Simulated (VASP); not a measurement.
Set up this calculation in VASP 6.6.1, as the native input.

```
Task                   : single point
Functional             : PBEsol
Potentials or basis    : VASP PAW PBE potentials, release 64 (K_sv, Cl)
Cutoff                 : 520 eV
k mesh                 : 7 × 7 × 7
Occupations            : fermi-dirac, width 0.03 eV
Spin                   : no spin polarisation
Dipole correction      : no
Further INCAR settings : ALGO = Normal; EDIFF = 1e-06; NBANDS = 15
```

The structure of KCl lies in POSCAR:

```
KCl
1.0
    0.0000000000      3.1134447711      3.1134447711
    3.1134447711      0.0000000000      3.1134447711
    3.1134447711      3.1134447711      0.0000000000
K Cl
1 1
Direct
    0.0000000000      0.0000000000      0.0000000000
    0.5000000000      0.5000000000      0.5000000000
```

This cell differs from its parent crystal: volume scaled by 0.96.

The input as run:

INCAR

```
  PREC = Accurate
  ENCUT = 520
  EDIFF = 1E-6
  ISMEAR = -1
  SIGMA = 0.03
  LREAL = False
  LASPH = True
  NELM = 60
  ALGO = Normal
  ISIF = 2
  LWAVE = False
  LCHARG = False
  GGA = PS
  NBANDS = 15
```

KPOINTS

```
regular mesh
0
Gamma
  7 7 7
```

Potentials or basis: VASP PAW PBE potentials, release 64 (K_sv, Cl).

Launch:

```console
$ cat potpaw_PBE.64/K_sv/POTCAR potpaw_PBE.64/Cl/POTCAR > POTCAR
$ mpirun -np 1 vasp_std > vasp.out
```

It gave:

| Item | Value |
| --- | --- |
| Pressure | 0.2 GPa |
| Band gap on the k mesh | 5.12 eV, direct |

Caveat: the PAW data sets were made with another functional, which shifts forces and pressure a little.

It took 9.8 s on 1 thread of Intel(R) Xeon(R) 6975P-C (Granite Rapids) (shared host), peak memory 0.2 GiB.
